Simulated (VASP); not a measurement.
# GaSb3 (Fm-3m) in VASP: a series of runs

Runs on GaSb3. Level: PBE. Tasks: single point, relaxation of cell and atoms.

All numbers are computed with VASP 6.6.1; they aren't measurements. Logs are shortened: lines on timing, memory, paths and dates and some standing lists are left out, and cuts for length are marked.

## 1. The cell of the first run

Symmetry: Fm-3m, No. 225, cubic system. Conventional cell: a = 7.461 Å, b = 7.461 Å, c = 7.461 Å, α = 90.00°, β = 90.00°, γ = 90.00°. Ga (site symmetry m-3m) has 14 Sb at 3.23 to 3.73 Å within 4.3 Å. Sb (site symmetry -43m) has 4 Ga at 3.23 Å and 10 Sb at 3.23 to 3.73 Å within 4.3 Å. Within 4.3 Å of Sb (site symmetry m-3m) lie 8 Sb at 3.23 Å and 6 Ga at 3.73 Å.

## 2. Single point, PBE

INCAR

```
SYSTEM = GaSb3
PREC = Accurate
ENCUT = 520
EDIFF = 1E-7
ISMEAR = 0
SIGMA = 0.1
LREAL = .FALSE.
LASPH = .TRUE.
NELM = 60
ALGO = Normal
ISIF = 2
LWAVE = .FALSE.
LCHARG = .TRUE.
GGA = PE
LELF = .TRUE.
LVHAR = .TRUE.
NBANDS = 22
```

KPOINTS

```
regular mesh
0
G
  4 4 4
  0 0 0
```

POSCAR

```
GaSb3
1.0
    0.0000000000      3.7305951100      3.7305951100
    3.7305951100      0.0000000000      3.7305951100
    3.7305951100      3.7305951100      0.0000000000
Ga Sb
1 3
Direct
    0.0000000000      0.0000000000      0.0000000000
    0.2500000000      0.2500000000      0.2500000000
    0.7500000000      0.7500000000      0.7500000000
    0.5000000000      0.5000000000      0.5000000000
```

Potentials or basis: VASP PAW PBE potentials, release 64 (Ga_d, Sb).

On the command line:

```sh
cat potpaw_PBE.64/Ga_d/POTCAR potpaw_PBE.64/Sb/POTCAR > POTCAR
mpirun -np 1 vasp_std > vasp.out
```

OUTCAR:

```text
SYSTEM = GaSb3
   PREC = Accurate
   ENCUT = 520
   EDIFF = 1E-7
   ISMEAR = 0
   LREAL = .FALSE.
   LASPH = .TRUE.
   NELM = 60
   ISIF = 2
   GGA = PE

 ion  position               nearest neighbor table
   1  0.000  0.000  0.000-   2 3.23   3 3.23   3 3.23   3 3.23   3 3.23   2 3.23   2 3.23   2 3.23

   2  0.250  0.250  0.250-   1 3.23   4 3.23   1 3.23   1 3.23   1 3.23   4 3.23   4 3.23   4 3.23
                             3 3.73   3 3.73   3 3.73   3 3.73   3 3.73   3 3.73
   3  0.750  0.750  0.750-   1 3.23   4 3.23   4 3.23   4 3.23   4 3.23   1 3.23   1 3.23   1 3.23
                             2 3.73   2 3.73   2 3.73   2 3.73   2 3.73   2 3.73
   4  0.500  0.500  0.500-   2 3.23   3 3.23   2 3.23   2 3.23   2 3.23   3 3.23   3 3.23   3 3.23

  LATTYP: Found a face centered cubic cell.
 ALAT       =     7.4611902200

  Lattice vectors:

 A1 = (   0.0000000000,   3.7305951100,   3.7305951100)
 A2 = (   3.7305951100,   0.0000000000,   3.7305951100)
 A3 = (   3.7305951100,   3.7305951100,   0.0000000000)

Analysis of symmetry for initial positions (statically):
=====================================================================
 Subroutine PRICEL returns:
 Original cell was already a primitive cell.

 Routine SETGRP: Setting up the symmetry group for a
 face centered cubic supercell.

 Subroutine GETGRP returns: Found 48 space group operations
 (whereof 48 operations were pure point group operations)
 out of a pool of 48 trial point group operations.

The static configuration has the point symmetry O_h .

Analysis of symmetry for dynamics (positions and initial velocities):
=====================================================================
 Subroutine PRICEL returns:
 Original cell was already a primitive cell.

 Routine SETGRP: Setting up the symmetry group for a
 face centered cubic supercell.

 Subroutine GETGRP returns: Found 48 space group operations
 (whereof 48 operations were pure point group operations)
 out of a pool of 48 trial point group operations.

The dynamic configuration has the point symmetry O_h .

 Subroutine INISYM returns: Found 48 space group operations
 (whereof 48 operations are pure point group operations),
 and found     1 'primitive' translations

----------------------------------------------------------------------------------------

                                     Primitive cell

  volume of cell :     103.8399

  direct lattice vectors                    reciprocal lattice vectors
     0.000000000  3.730595110  3.730595110    -0.134026874  0.134026874  0.134026874
     3.730595110  0.000000000  3.730595110     0.134026874 -0.134026874  0.134026874
     3.730595110  3.730595110  0.000000000     0.134026874  0.134026874 -0.134026874

  length of vectors
     5.275858200  5.275858200  5.275858200     0.232141355  0.232141355  0.232141355

  position of ions in fractional coordinates (direct lattice)
     0.000000000  0.000000000  0.000000000
     0.250000000  0.250000000  0.250000000
     0.750000000  0.750000000  0.750000000
     0.500000000  0.500000000  0.500000000

  ion indices of the primitive-cell ions
   primitive index   ion index
                 1           1
                 2           2
                 3           3
                 4           4

----------------------------------------------------------------------------------------

 KPOINTS: regular mesh

Automatic generation of k-mesh.
 Grid dimensions read from file:
 generate k-points for:    4    4    4

 Generating k-lattice:

  Cartesian coordinates                     Fractional coordinates (reciprocal lattice)
    -0.033506718  0.033506718  0.033506718     0.250000000  0.000000000  0.000000000
     0.033506718 -0.033506718  0.033506718     0.000000000  0.250000000  0.000000000
     0.033506718  0.033506718 -0.033506718     0.000000000  0.000000000  0.250000000

  Length of vectors
     0.058035339  0.058035339  0.058035339

  Shift w.r.t. Gamma in fractional coordinates (k-lattice)
     0.000000000  0.000000000  0.000000000

 Subroutine IBZKPT returns following result:
 ===========================================

 Found      8 irreducible k-points:

 Following reciprocal coordinates:
            Coordinates               Weight
  0.000000  0.000000  0.000000      1.000000
  0.250000  0.000000  0.000000      8.000000
  0.500000  0.000000  0.000000      4.000000
  0.250000  0.250000  0.000000      6.000000
  0.500000  0.250000  0.000000     24.000000
 -0.250000  0.250000  0.000000     12.000000
  0.500000  0.500000  0.000000      3.000000
 -0.250000  0.500000  0.250000      6.000000
   k-points           NKPTS =      8   k-points in BZ     NKDIM =      8   number of bands    NBANDS=     22
   number of dos      NEDOS =    301   number of ions     NIONS =      4
   total plane-waves  NPLWV =  64000
   dimension x,y,z NGX =    40 NGY =   40 NGZ =   40
   dimension x,y,z NGXF=    80 NGYF=   80 NGZF=   80
   ions per type =               1   3
   NGX,Y,Z   is equivalent  to a cutoff of  12.60, 12.60, 12.60 a.u.
   NGXF,Y,Z  is equivalent  to a cutoff of  25.21, 25.21, 25.21 a.u.
 SYSTEM =  GaSb3
   PREC   = accura    normal or accurate (medium, high low for compatibility)
   ISTART =      0    job   : 0-new  1-cont  2-samecut
   ICHARG =      2    charge: 1-file 2-atom 10-const
   ISPIN  =      1    spin polarized calculation?
   LNONCOLLINEAR =      F non collinear calculations
   LSORBIT =      F    spin-orbit coupling
   LASPH  =      T    aspherical Exc in radial PAW
   ENCUT  =  520.0 eV  38.22 Ry    6.18 a.u.   9.81  9.81  9.81*2*pi/ulx,y,z
   NELM   =     60;   NELMIN=  2; NELMDL= -5     # of ELM steps
   EDIFF  = 0.1E-06   stopping-criterion for ELM
   LREAL  =      F    real-space projection
   EDIFFG = 0.1E-05   stopping-criterion for IOM
   NSW    =      0    number of steps for IOM
   IBRION =     -1    ionic relax: 0-MD 1-quasi-New 2-CG
   NFREE  =      0    steps in history (QN), initial steepest desc. (CG)
   ISIF   =      2    stress and relaxation
   ISYM   =      2    0-nonsym 1-usesym 2-fastsym
   POTIM  = 0.5000    time-step for ionic-motion
   TEBEG  =    0.0;   TEEND  =   0.0 temperature during run
   PSTRESS=    0.0 pullay stress
   NELECT =      28.0000    total number of electrons
   NUPDOWN=      -1.0000    fix difference up-down
   EMIN   =  10.00;   EMAX   =-10.00  energy-range for DOS
   EFERMI =   0.00;   METHOD = LEGACY
   ISMEAR =     0;   SIGMA  =   0.10  broadening in eV -4-tet -1-fermi 0-gaus
   EFERMI_NEDOS =   21; number of points for ismear=-14 and -15
   IALGO  =     38    algorithm
   IMIX   =      4    mixing-type and parameters
     AMIX     =   0.40;   BMIX     =  1.00
     AMIX_MAG =   1.60;   BMIX_MAG =  1.00
  volume/ion in A,a.u.               =      25.96       175.19
  Fermi-wavevector in a.u.,A,eV,Ry     =   1.057644  1.998657 15.219616  1.118610
  Thomas-Fermi vector in A             =   2.192924
   LORBIT       =      0    0 simple, 1 ext, 2 COOP (PROOUT), +10 PAW based schemes
   GGA     = PE    functional components
   LHFCALC =     F    Hartree Fock is set to
   AEXX    =    0.0000 exact exchange contribution
   IVDW    =     0    specifies the selected vdW correction
   LEPSILON=     F    determine dielectric tensor
   LRPA    =     F    only Hartree local field effects (RPA)
 non-spin polarized calculation
 Gauss-broadening in eV      SIGMA  =   0.10
  energy-cutoff  :      520.00
  volume of cell :      103.84
 maximum number of plane-waves:      2826
   NGX = 19   NGY = 19   NGZ = 19

 number of electron      28.0000014 magnetization

 Free energy of the ion-electron system (eV)
  ---------------------------------------------------
  ext. energy  EPLUGINS =         0.00000000
  ---------------------------------------------------
  free energy    TOTEN  =       -14.28976204 eV

  energy without entropy =      -14.25625367  energy(sigma->0) =      -14.27300786

 E-fermi :   7.4863     XC(G=0): -10.2010

 val. band max:        7.4068017414   @ k =   0.5000   0.0000   0.0000
 cond. band min:       7.5093033690   @ k =   0.5000   0.2500   0.0000
 fundamental gap:      0.1025016276
 Fermi energy:         7.4862627921

 k-point     1 :       0.0000    0.0000    0.0000
  band No.  band energies     occupation
      1      -7.3796      2.00000
      2      -7.3796      2.00000
      3      -7.3796      2.00000
      4      -7.3670      2.00000
      5      -7.3670      2.00000
      6      -4.9991      2.00000
[... 14 lines left out ...]
     21      14.1717      0.00000
     22      14.1717      0.00000

 k-point     2 :       0.2500    0.0000    0.0000
  band No.  band energies     occupation
      1      -7.3821      2.00000
      2      -7.3785      2.00000
      3      -7.3785      2.00000
      4      -7.3673      2.00000
      5      -7.3673      2.00000
      6      -4.5249      2.00000
[... 14 lines left out ...]
     21      12.5962      0.00000
     22      13.0247      0.00000

 k-point     3 :       0.5000    0.0000    0.0000
  band No.  band energies     occupation
      1      -7.3849      2.00000
      2      -7.3776      2.00000
      3      -7.3776      2.00000
      4      -7.3674      2.00000
      5      -7.3674      2.00000
      6      -3.4748      2.00000
[... 14 lines left out ...]
     21      12.7919      0.00000
     22      16.1221      0.00000

 k-point     4 :       0.2500    0.2500    0.0000
  band No.  band energies     occupation
      1      -7.3837      2.00000
      2      -7.3775      2.00000
      3      -7.3775      2.00000
      4      -7.3689      2.00000
      5      -7.3665      2.00000
      6      -4.3647      2.00000
[... 14 lines left out ...]
     21      12.1903      0.00000
     22      12.1903      0.00000

 k-point     5 :       0.5000    0.2500    0.0000
  band No.  band energies     occupation
      1      -7.3845      2.00000
      2      -7.3783      2.00000
      3      -7.3764      2.00000
      4      -7.3696      2.00000
      5      -7.3668      2.00000
      6      -3.3380      2.00000
[... 14 lines left out ...]
     21      12.5227      0.00000
     22      13.8323      0.00000

 k-point     6 :      -0.2500    0.2500    0.0000
  band No.  band energies     occupation
      1      -7.3820      2.00000
      2      -7.3801      2.00000
      3      -7.3773      2.00000
      4      -7.3680      2.00000
      5      -7.3677      2.00000
      6      -3.7635      2.00000
[... 14 lines left out ...]
     21      13.1088      0.00000
     22      14.2839      0.00000

 k-point     7 :       0.5000    0.5000    0.0000
  band No.  band energies     occupation
      1      -7.3879      2.00000
      2      -7.3753      2.00000
      3      -7.3753      2.00000
      4      -7.3716      2.00000
      5      -7.3661      2.00000
      6      -2.6938      2.00000
[... 14 lines left out ...]
     21      12.4020      0.00000
     22      13.1014      0.00000

 k-point     8 :      -0.2500    0.5000    0.2500
  band No.  band energies     occupation
      1      -7.3819      2.00000
      2      -7.3819      2.00000
      3      -7.3753      2.00000
      4      -7.3702      2.00000
      5      -7.3671      2.00000
      6      -2.3530      2.00000
[... 14 lines left out ...]
     21      11.4946      0.00000
     22      15.5645      0.00000

------------------------ aborting loop because EDIFF is reached ----------------------------------------

  FORCE on cell =-STRESS in cart. coord.  units (eV):
  Direction    XX          YY          ZZ          XY          YZ          ZX
  --------------------------------------------------------------------------------------
  -------------------------------------------------------------------------------------
  Total       -1.5908085     -1.5908085     -1.5908085     -0.0000000     -0.0000000      0.0000000
  in kB      -24.5450630    -24.5450630    -24.5450630     -0.0000000     -0.0000000      0.0000000
  external PRESSURE =     -24.5450630 kB  Pullay stress =       0.0000000 kB

 VOLUME and BASIS-vectors are now :
 -----------------------------------------------------------------------------
  energy-cutoff  :      520.00
  volume of cell :      103.84
      direct lattice vectors                 reciprocal lattice vectors
     0.000000000  3.730595110  3.730595110    -0.134026874  0.134026874  0.134026874
     3.730595110  0.000000000  3.730595110     0.134026874 -0.134026874  0.134026874
     3.730595110  3.730595110  0.000000000     0.134026874  0.134026874 -0.134026874

 POSITION                                       TOTAL-FORCE (eV/Angst)
 -----------------------------------------------------------------------------------
      0.00000      0.00000      0.00000         0.000000     -0.000000     -0.000000
      1.86530      1.86530      1.86530        -0.000000     -0.000000     -0.000000
      5.59589      5.59589      5.59589         0.000000      0.000000      0.000000
      3.73060      3.73060      3.73060         0.000000     -0.000000     -0.000000
 -----------------------------------------------------------------------------------
    total drift:                               -0.000000      0.000000      0.000000

  FREE ENERGIE OF THE ION-ELECTRON SYSTEM (eV)
  ---------------------------------------------------
  free  energy   TOTEN  =       -14.2897620406 eV

  energy  without entropy=      -14.2562536712  energy(sigma->0) =      -14.27300786
```

Wall time 20 s (1 thread of Intel Xeon 6975P-C, shared host); peak memory 0.24 GiB.

What came out:

```yaml
Free_energy: -14.2898 eV
Pressure: -2.5 GPa
Band_gap_on_the_k_mesh: zero (band 14 reaches 8.85 eV, above the bottom of band 15 at 5.06 eV)
```

Caveat: the k points lie up to 0.36 Å⁻¹ apart; spin-orbit coupling is left out, which moves the levels of the heavy elements.

(Part 1 of 2 ends here.)
